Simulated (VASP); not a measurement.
## BaTiO3: electric field gradients with LDA

Crystal: BaTiO3.

```
CELL_PARAMETERS angstrom
4.00730 0.02004 0.02004
0.02004 4.00730 0.02004
0.02004 0.02004 4.00730
ATOMIC_POSITIONS crystal
Ba 0.50000 0.50000 0.50000
Ti 0.00000 0.00000 0.00000
O 0.50000 0.00000 0.00000
O 0.00000 0.50000 0.00000
O 0.00000 0.00000 0.50000
```

This cell differs from its parent crystal: equal xy, yz and zx shear strains of +1 %.

- Program: VASP 6.6.1
- Task: electric field gradients
- Functional: LDA
- Potentials or basis: VASP PAW LDA potentials, release 64 (Ba_sv, Ti_sv, O)
- Cutoff: 520 eV
- k mesh: 8 × 8 × 8
- Occupations: fermi-dirac, width 0.05 eV
- Spin: no spin polarisation
- Dipole correction: no
- Further INCAR settings: ALGO = Normal; EDIFF = 1e-08; NBANDS = 28

* Pressure: -7.4 GPa
* Band gap on the k mesh: 1.62 eV (least direct gap 1.75 eV)
* Largest electric field gradient by atom: Ba +14.1; Ti -3.7; O +21.8 V/Å²

Stress tensor (GPa, compression positive):
```
-7.41 -1.22 -1.22
-1.22 -7.41 -1.22
-1.22 -1.22 -7.41
```

Levels at points of the mesh, in eV from the valence-band top:
```
           k point  band 16  band 17  band 18  band 19  band 20  band 21  band 22  band 23  band 24  band 25
(0.00, 0.00, 0.00)    -1.13    -1.08    -0.21    -0.12    -0.12     1.62     1.62     1.67     3.91     3.91
(0.50, 0.00, 0.00)    -1.98    -1.89    -1.84    -0.78    -0.69     1.80     3.42     3.44     3.92     5.91
(0.50, 0.50, 0.00)    -2.74    -1.75    -0.90    -0.86    -0.10     3.43     3.45     3.84     4.76     7.65
(0.50, 0.50, 0.50)    -2.39    -2.39    -0.02     0.00     0.00     4.10     4.10     4.13     6.59     6.59
```

Electric field gradients, principal values (V/Å²):
```
atom    least   middle  greatest (by size)
1 Ba   -7.063   -7.063              14.127
2 Ti    1.867    1.867              -3.734
 3 O  -10.860  -10.981              21.840
 4 O  -10.860  -10.981              21.840
 5 O  -10.860  -10.981              21.840
```

It took 65 s on 1 thread of Intel(R) Xeon(R) Platinum 8559C (Emerald Rapids), on a shared host, peak memory 0.23 GiB.

Caveat: the cell differs from its parent crystal (equal xy, yz and zx shear strains of +1 %); the cell stands under tension; without QUAD_EFG the Cq values of the log hold for a quadrupole moment of 1 mb, not for the nuclei; spin-orbit coupling is left out, which moves the levels of the heavy elements. A k mesh can miss the band edges.
